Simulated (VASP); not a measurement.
# ZrH2 (Fm-3m) in VASP: a series of runs

The runs below take ZrH2 through single point, relaxation of cell and atoms, with LDA.

All numbers are computed with VASP 6.6.1; they aren't measurements. Logs are shortened: lines on timing, memory, paths and dates and some standing lists are left out, and cuts for length are marked.

## 1. The cell of the first run

The structure is cubic, space group Fm-3m (No. 225). The conventional cell has a = 4.505 Å, b = 4.505 Å, c = 4.505 Å, α = 90.00°, β = 90.00°, γ = 90.00°. Zr (site symmetry m-3m) has 8 H at 1.95 Å within 2.6 Å. Within 2.6 Å of H (site symmetry -43m) lie 4 Zr at 1.95 Å and 6 H at 2.25 Å.

## 2. Single point, LDA

INCAR

```
SYSTEM = ZrH2
PREC = Accurate
ENCUT = 520
EDIFF = 1E-7
ISMEAR = 0
SIGMA = 0.02
LREAL = .False.
LASPH = .True.
NELM = 80
ALGO = Normal
ISIF = 2
LWAVE = .False.
LCHARG = .False.
GGA = CA
NBANDS = 14
```

KPOINTS

```
Automatic mesh
0
Gamma
  5 5 5
  0 0 0
```

POSCAR

```
ZrH2
1.0
    3.1858257937      0.0000000000      0.0000000000
    1.5929128969      2.7590060694      0.0000000000
    1.5929128969      0.9196686898      2.6012158680
Zr H
1 2
Direct
    0.0000000000      0.0000000000      0.0000000000
    0.7500000000      0.7500000000      0.7500000000
    0.2500000000      0.2500000000      0.2500000000
```

Potentials or basis: VASP PAW LDA potentials, release 64 (Zr_sv, H).

Command:

```bash
$ cat potpaw_LDA.64/Zr_sv/POTCAR potpaw_LDA.64/H/POTCAR > POTCAR
$ mpirun -np 1 vasp_std > vasp.out
```

OUTCAR:

```text
SYSTEM = ZrH2
   PREC = Accurate
   ENCUT = 520
   EDIFF = 1E-7
   ISMEAR = 0
   LREAL = .False.
   LASPH = .True.
   NELM = 80
   ISIF = 2
   GGA = CA

 ion  position               nearest neighbor table
   1  0.000  0.000  0.000-   2 1.95   3 1.95   3 1.95   2 1.95   3 1.95   2 1.95   3 1.95   2 1.95

   2  0.750  0.750  0.750-   1 1.95   1 1.95   1 1.95   1 1.95
   3  0.250  0.250  0.250-   1 1.95   1 1.95   1 1.95   1 1.95

  LATTYP: Found a face centered cubic cell.
 ALAT       =     4.5054380449

  Lattice vectors:

 A1 = (   3.1858257937,   0.0000000000,   0.0000000000)
 A2 = (   1.5929128969,   2.7590060694,   0.0000000000)
 A3 = (   1.5929128969,   0.9196686898,   2.6012158680)

Analysis of symmetry for initial positions (statically):
=====================================================================
 Subroutine PRICEL returns:
 Original cell was already a primitive cell.

 Routine SETGRP: Setting up the symmetry group for a
 face centered cubic supercell.

 Subroutine GETGRP returns: Found 48 space group operations
 (whereof 48 operations were pure point group operations)
 out of a pool of 48 trial point group operations.

The static configuration has the point symmetry O_h .

Analysis of symmetry for dynamics (positions and initial velocities):
=====================================================================
 Subroutine PRICEL returns:
 Original cell was already a primitive cell.

 Routine SETGRP: Setting up the symmetry group for a
 face centered cubic supercell.

 Subroutine GETGRP returns: Found 48 space group operations
 (whereof 48 operations were pure point group operations)
 out of a pool of 48 trial point group operations.

The dynamic configuration has the point symmetry O_h .

 Subroutine INISYM returns: Found 48 space group operations
 (whereof 48 operations are pure point group operations),
 and found     1 'primitive' translations

----------------------------------------------------------------------------------------

                                     Primitive cell

  volume of cell :      22.8639

  direct lattice vectors                    reciprocal lattice vectors
     3.185825794  0.000000000  0.000000000     0.313890358 -0.181224683 -0.128145202
     1.592912897  2.759006069  0.000000000     0.000000000  0.362449366 -0.128145202
     1.592912897  0.919668690  2.601215868     0.000000000  0.000000000  0.384435607

  length of vectors
     3.185825794  3.185825794  3.185825794     0.384435607  0.384435607  0.384435607

  position of ions in fractional coordinates (direct lattice)
     0.000000000  0.000000000  0.000000000
     0.750000000  0.750000000  0.750000000
     0.250000000  0.250000000  0.250000000

  ion indices of the primitive-cell ions
   primitive index   ion index
                 1           1
                 2           2
                 3           3

----------------------------------------------------------------------------------------

 KPOINTS: Automatic mesh

Automatic generation of k-mesh.
 Grid dimensions read from file:
 generate k-points for:    5    5    5

 Generating k-lattice:

  Cartesian coordinates                     Fractional coordinates (reciprocal lattice)
     0.062778072 -0.036244937 -0.025629040     0.200000000  0.000000000  0.000000000
     0.000000000  0.072489873 -0.025629040     0.000000000  0.200000000  0.000000000
     0.000000000  0.000000000  0.076887121     0.000000000  0.000000000  0.200000000

  Length of vectors
     0.076887121  0.076887121  0.076887121

  Shift w.r.t. Gamma in fractional coordinates (k-lattice)
     0.000000000  0.000000000  0.000000000

 Subroutine IBZKPT returns following result:
 ===========================================

 Found     10 irreducible k-points:

 Following reciprocal coordinates:
            Coordinates               Weight
  0.000000  0.000000  0.000000      1.000000
  0.200000 -0.000000 -0.000000      8.000000
  0.400000 -0.000000  0.000000      8.000000
  0.200000  0.200000 -0.000000      6.000000
  0.400000  0.200000 -0.000000     24.000000
 -0.400000  0.200000 -0.000000     24.000000
 -0.200000  0.200000  0.000000     12.000000
  0.400000  0.400000  0.000000      6.000000
 -0.400000  0.400000 -0.000000     12.000000
 -0.400000  0.400000  0.200000     24.000000
   k-points           NKPTS =     10   k-points in BZ     NKDIM =     10   number of bands    NBANDS=     14
   number of dos      NEDOS =    301   number of ions     NIONS =      3
   total plane-waves  NPLWV =  13824
   dimension x,y,z NGX =    24 NGY =   24 NGZ =   24
   dimension x,y,z NGXF=    48 NGYF=   48 NGZF=   48
   ions per type =               1   2
   NGX,Y,Z   is equivalent  to a cutoff of  12.52, 12.52, 12.52 a.u.
   NGXF,Y,Z  is equivalent  to a cutoff of  25.05, 25.05, 25.05 a.u.
 SYSTEM =  ZrH2
   PREC   = accura    normal or accurate (medium, high low for compatibility)
   ISTART =      0    job   : 0-new  1-cont  2-samecut
   ICHARG =      2    charge: 1-file 2-atom 10-const
   ISPIN  =      1    spin polarized calculation?
   LNONCOLLINEAR =      F non collinear calculations
   LSORBIT =      F    spin-orbit coupling
   LASPH  =      T    aspherical Exc in radial PAW
   ENCUT  =  520.0 eV  38.22 Ry    6.18 a.u.   5.92  5.92  5.92*2*pi/ulx,y,z
   NELM   =     80;   NELMIN=  2; NELMDL= -5     # of ELM steps
   EDIFF  = 0.1E-06   stopping-criterion for ELM
   LREAL  =      F    real-space projection
   EDIFFG = 0.1E-05   stopping-criterion for IOM
   NSW    =      0    number of steps for IOM
   IBRION =     -1    ionic relax: 0-MD 1-quasi-New 2-CG
   NFREE  =      0    steps in history (QN), initial steepest desc. (CG)
   ISIF   =      2    stress and relaxation
   ISYM   =      2    0-nonsym 1-usesym 2-fastsym
   POTIM  = 0.5000    time-step for ionic-motion
   TEBEG  =    0.0;   TEEND  =   0.0 temperature during run
   PSTRESS=    0.0 pullay stress
   NELECT =      14.0000    total number of electrons
   NUPDOWN=      -1.0000    fix difference up-down
   EMIN   =  10.00;   EMAX   =-10.00  energy-range for DOS
   EFERMI =   0.00;   METHOD = LEGACY
   ISMEAR =     0;   SIGMA  =   0.02  broadening in eV -4-tet -1-fermi 0-gaus
   EFERMI_NEDOS =   21; number of points for ismear=-14 and -15
   IALGO  =     38    algorithm
   IMIX   =      4    mixing-type and parameters
     AMIX     =   0.40;   BMIX     =  1.00
     AMIX_MAG =   1.60;   BMIX_MAG =  1.00
  volume/ion in A,a.u.               =       7.62        51.43
  Fermi-wavevector in a.u.,A,eV,Ry     =   1.390168  2.627036 26.294155  1.932566
  Thomas-Fermi vector in A             =   2.514128
   LORBIT       =      0    0 simple, 1 ext, 2 COOP (PROOUT), +10 PAW based schemes
   GGA     = CA    functional components
   LHFCALC =     F    Hartree Fock is set to
   AEXX    =    0.0000 exact exchange contribution
   IVDW    =     0    specifies the selected vdW correction
   LEPSILON=     F    determine dielectric tensor
   LRPA    =     F    only Hartree local field effects (RPA)
 non-spin polarized calculation
 Gauss-broadening in eV      SIGMA  =   0.02
  energy-cutoff  :      520.00
  volume of cell :       22.86
 maximum number of plane-waves:       628
   NGX = 11   NGY = 11   NGZ = 11

 number of electron      13.9999999 magnetization

 Free energy of the ion-electron system (eV)
  ---------------------------------------------------
  ext. energy  EPLUGINS =         0.00000000
  ---------------------------------------------------
  free energy    TOTEN  =       -17.98534778 eV

  energy without entropy =      -17.98419731  energy(sigma->0) =      -17.98477254

 E-fermi :  10.3923     XC(G=0): -12.2822

 val. band max:       10.1705528421   @ k =   0.4000  -0.0000   0.0000
 cond. band min:      10.4018504150   @ k =   0.2000  -0.0000  -0.0000
 fundamental gap:      0.2312975730
 Fermi energy:        10.3923116945

 k-point     1 :       0.0000    0.0000    0.0000
  band No.  band energies     occupation
      1     -38.1560      2.00000
      2     -15.8445      2.00000
      3     -15.8445      2.00000
      4     -15.8445      2.00000
      5       0.1122      2.00000
      6       9.0765      2.00000
      7       9.9511      2.00000
      8       9.9511      2.00000
      9       9.9511      2.00000
     10      13.2479      0.00000
     11      13.2479      0.00000
     12      22.6893      0.00000
     13      23.6402      0.00000
     14      23.6402      0.00000

 k-point     2 :       0.2000   -0.0000   -0.0000
  band No.  band energies     occupation
      1     -38.0920      2.00000
      2     -16.3269      2.00000
      3     -15.8985      2.00000
      4     -15.8985      2.00000
      5       1.2310      2.00000
      6       6.0416      2.00000
      7      10.4019      0.50000
      8      10.4019      0.50000
      9      12.9239      0.00000
     10      12.9239      0.00000
     11      14.3927      0.00000
     12      19.3133      0.00000
     13      26.1118      0.00000
     14      26.1118      0.00000

 k-point     3 :       0.4000   -0.0000    0.0000
  band No.  band energies     occupation
      1     -37.9862      2.00000
      2     -17.0372      2.00000
      3     -15.9841      2.00000
      4     -15.9841      2.00000
      5       2.1630      2.00000
      6       5.9903      2.00000
      7      10.1706      2.00000
      8      10.1706      2.00000
      9      14.4757      0.00000
     10      14.4757      0.00000
     11      15.4582      0.00000
     12      19.7232      0.00000
     13      23.1959      0.00000
     14      24.4058      0.00000
[... 86 lines left out ...]
 k-point     9 :      -0.4000    0.4000   -0.0000
  band No.  band energies     occupation
      1     -37.9082      2.00000
      2     -16.9724      2.00000
      3     -16.4835      2.00000
      4     -16.2045      2.00000
      5       3.3260      2.00000
      6       5.6643      2.00000
      7       7.0143      2.00000
      8      13.5198      0.00000
      9      14.7287      0.00000
     10      16.4358      0.00000
     11      16.7287      0.00000
     12      21.0104      0.00000
     13      21.3001      0.00000
     14      22.7408      0.00000

 k-point    10 :      -0.4000    0.4000    0.2000
  band No.  band energies     occupation
      1     -37.9216      2.00000
      2     -16.8488      2.00000
      3     -16.5227      2.00000
      4     -16.1988      2.00000
      5       4.0545      2.00000
      6       4.5353      2.00000
      7       7.8764      2.00000
      8      12.1411      0.00000
      9      14.1348      0.00000
     10      16.3517      0.00000
     11      18.9101      0.00000
     12      18.9180      0.00000
     13      21.9252      0.00000
     14      23.4608      0.00000

------------------------ aborting loop because EDIFF is reached ----------------------------------------

  FORCE on cell =-STRESS in cart. coord.  units (eV):
  Direction    XX          YY          ZZ          XY          YZ          ZX
  --------------------------------------------------------------------------------------
  -------------------------------------------------------------------------------------
  Total        4.3070654      4.3070654      4.3070654      0.0000000      0.0000000      0.0000000
  in kB      301.8151051    301.8151051    301.8151051      0.0000000      0.0000000      0.0000000
  external PRESSURE =     301.8151051 kB  Pullay stress =       0.0000000 kB

 VOLUME and BASIS-vectors are now :
 -----------------------------------------------------------------------------
  energy-cutoff  :      520.00
  volume of cell :       22.86
      direct lattice vectors                 reciprocal lattice vectors
     3.185825794  0.000000000  0.000000000     0.313890358 -0.181224683 -0.128145202
     1.592912897  2.759006069  0.000000000     0.000000000  0.362449366 -0.128145202
     1.592912897  0.919668690  2.601215868     0.000000000  0.000000000  0.384435607

 POSITION                                       TOTAL-FORCE (eV/Angst)
 -----------------------------------------------------------------------------------
      0.00000      0.00000      0.00000        -0.000000      0.000000     -0.000000
      4.77874      2.75901      1.95091        -0.000000     -0.000000      0.000000
      1.59291      0.91967      0.65030         0.000000     -0.000000      0.000000
 -----------------------------------------------------------------------------------
    total drift:                                0.000000     -0.000000     -0.000000

  FREE ENERGIE OF THE ION-ELECTRON SYSTEM (eV)
  ---------------------------------------------------
  free  energy   TOTEN  =       -17.9853477813 eV

  energy  without entropy=      -17.9841973073  energy(sigma->0) =      -17.98477254
```

Wall time 2.3 s (1 thread of Intel Xeon Platinum 8488C (Sapphire Rapids), shared host); peak memory 0.12 GiB.

Results:

```
Free energy            : -17.9853 eV
Pressure               : 30.2 GPa
Band gap on the k mesh : zero (band 7 reaches 10.84 eV, above the bottom of band 8 at 9.95 eV)
```

Levels at points of the mesh, in eV from the Fermi level:
```
           k point  band 3  band 4  band 5  band 6  band 7  band 8  band 9  band 10  band 11  band 12
(0.00, 0.00, 0.00)  -26.24  -26.24  -10.28   -1.32   -0.44   -0.44   -0.44     2.86     2.86    12.30
```

Caveat: the k points lie up to 0.48 Å⁻¹ apart.

## 3. Relaxation of cell and atoms, LDA

This run uses another cell than the first one, of 9.32 Å³/atom, 1.223 times its volume.

INCAR

```
SYSTEM = ZrH2
ALGO = Normal ; EDIFF = 1E-6
EDIFFG = -0.01 ; ENCUT = 600
IBRION = 2 ; ISIF = 3
ISMEAR = 0 ; LASPH = .TRUE.
LCHARG = .FALSE. ; LREAL = .FALSE.
LWAVE = .FALSE. ; NELM = 80
NSW = 80 ; PREC = Accurate
SIGMA = 0.02
```

KPOINTS

```
k-points
0
G
  5 5 5
  0 0 0
```

POSCAR

```
ZrH2
1.0
    3.4071590000      0.0000000000      0.0000000000
    1.7035795000      2.9506862487      0.0000000000
    1.7035795000      0.9835620829      2.7819336742
Zr H
1 2
Direct
    0.0000000000      0.0000000000      0.0000000000
    0.7500000000      0.7500000000      0.7500000000
    0.2500000000      0.2500000000      0.2500000000
```

Potentials or basis: VASP PAW LDA potentials, release 64 (Zr_sv, H).

Command:

```bash
$ cat potpaw_LDA.64/Zr_sv/POTCAR potpaw_LDA.64/H/POTCAR > POTCAR
$ mpirun -np 1 vasp_std > vasp.out
```

Run time: 6.9 s. Hardware: 1 thread of Intel Xeon Platinum 8488C (Sapphire Rapids), shared host; peak memory 0.15 GiB.

It converged, with:

```
Free energy                            : -18.3014 eV
Relaxed volume                         : 8.86 Å³/atom
Relaxed cell                           : a = 3.350 Å, b = 3.350 Å, c = 3.350 Å, α = 60.00°, β = 60.00°, γ = 60.00°
Space group after relaxing (to 0.05 Å) : Fm-3m (No. 225)
Energy gained by relaxing              : 10.1 meV/atom
Ionic steps                            : 3
Pressure after relaxing                : 0.0 GPa
Band gap on the k mesh                 : zero (band 7 reaches 9.16 eV, above the bottom of band 8 at 8.34 eV)
```

Step by step:
```tsv
step	energy change (eV)	largest force (eV/Å)	pressure (GPa)	volume (Å³)
1	0.0000	0.0000	-6.82	27.97
2	-0.0297	0.0000	1.15	26.39
3	-0.0304	0.0000	0.02	26.59
```

Final structure:
```
Zr H
1.0
     3.35037    0.00000    0.00000
     1.67519    2.90151    0.00000
     1.67519    0.96717    2.73557
Zr H
1 2
Direct
  0.00000 0.00000 0.00000
  0.75000 0.75000 0.75000
  0.25000 0.25000 0.25000
```

Levels at points of the mesh, in eV from the Fermi level:
| k point | band 4 | band 5 | band 6 | band 7 | band 8 | band 9 | band 10 | band 11 |
| --- | --- | --- | --- | --- | --- | --- | --- | --- |
| (0.00, 0.00, 0.00) | -26.73 | -9.73 | -1.21 | -0.37 | -0.37 | -0.37 | 2.37 | 2.37 |

Caveat: the k points lie up to 0.46 Å⁻¹ apart in the final cell.

## 4. Relaxation of cell and atoms, LDA, target pressure 10 GPa, at which the enthalpy is minimised

This run uses another cell than the first one, of 9.32 Å³/atom, 1.223 times its volume.

INCAR

```
PREC = Accurate
ENCUT = 600
EDIFF = 1E-7
ISMEAR = 0
SIGMA = 0.02
LREAL = False
LASPH = True
NELM = 60
ALGO = Normal
ISIF = 3
LWAVE = False
LCHARG = False
GGA = CA
IBRION = 2
NSW = 80
EDIFFG = -0.01
PSTRESS = 100.0
```

KPOINTS

```
regular mesh
0
Gamma
  5 5 5
```

POSCAR is that of step 3.

Command:

```bash
$ cat potpaw_LDA.64/Zr_sv/POTCAR potpaw_LDA.64/H/POTCAR > POTCAR
$ mpirun -np 1 vasp_std > vasp.out
```

Run time: 7.8 s. Hardware: 1 thread of Intel Xeon Platinum 8488C (Sapphire Rapids), shared host; peak memory 0.15 GiB.

The run converged. Its results:

```yaml
Free_energy: -18.2554 eV
Relaxed_volume: 8.35 Å³/atom
Relaxed_cell: a = 3.284 Å, b = 3.284 Å, c = 3.284 Å, α = 60.00°, β = 60.00°, γ = 60.00°
Space_group_after_relaxing_to_0.05_Å: Fm-3m (No. 225)
Energy_change_on_relaxing_the_enthalpy_is_what_falls: +5.2 meV/atom
Ionic_steps: 3
Pressure_after_relaxing: 10.0 GPa
Band_gap_on_the_k_mesh: zero (band 7 reaches 9.81 eV, above the bottom of band 8 at 8.96 eV)
```

The path:
```tsv
step	energy change (eV)	largest force (eV/Å)	pressure (GPa)	volume (Å³)
1	0.0000	0.0000	-6.81	27.97
2	0.0878	0.0000	17.05	24.19
3	0.0156	0.0000	10.05	25.05
```

Final structure:
```xyz
3
Lattice="3.2844 0.0000 0.0000 1.6422 2.8444 0.0000 1.6422 0.9481 2.6817" Properties=species:S:1:pos:R:3 pbc="T T T"
Zr    0.0000    0.0000    0.0000
H     4.9266    2.8444    2.0113
H     1.6422    0.9481    0.6704
```

Levels at points of the mesh, in eV from the Fermi level:
```csv
k point,band 4,band 5,band 6,band 7,band 8,band 9,band 10,band 11
"(0.00, 0.00, 0.00)",-26.54,-9.97,-1.25,-0.40,-0.40,-0.40,2.55,2.55
```

Caveat: the k points lie up to 0.47 Å⁻¹ apart in the final cell; the cell is relaxed towards a set pressure, so the enthalpy falls and the energy may rise.

## 5. Summary

```tsv
task	cell	cutoff (eV)	gap on the mesh (eV)	pressure (GPa)
single point	a = 3.186 Å, angles 60.0°, 3 atoms	520	none	30.2
relaxation of cell and atoms	relaxed from a = 3.407 Å, angles 60.0°, 3 atoms	600	none	0.0
relaxation of cell and atoms	relaxed to 10 GPa from a = 3.407 Å, angles 60.0°, 3 atoms	600	none	10.0
```

Alike in all rows: level LDA; potentials or basis VASP PAW LDA potentials, release 64 (Zr_sv, H); no spin polarisation; k mesh 5 × 5 × 5; smearing gaussian 0.02 eV.

Caveats: all runs use coarse meshes; the cell is relaxed towards a set pressure, so the enthalpy falls and the energy may rise (some runs).

Absolute energies hang on the potentials; compare differences alone.
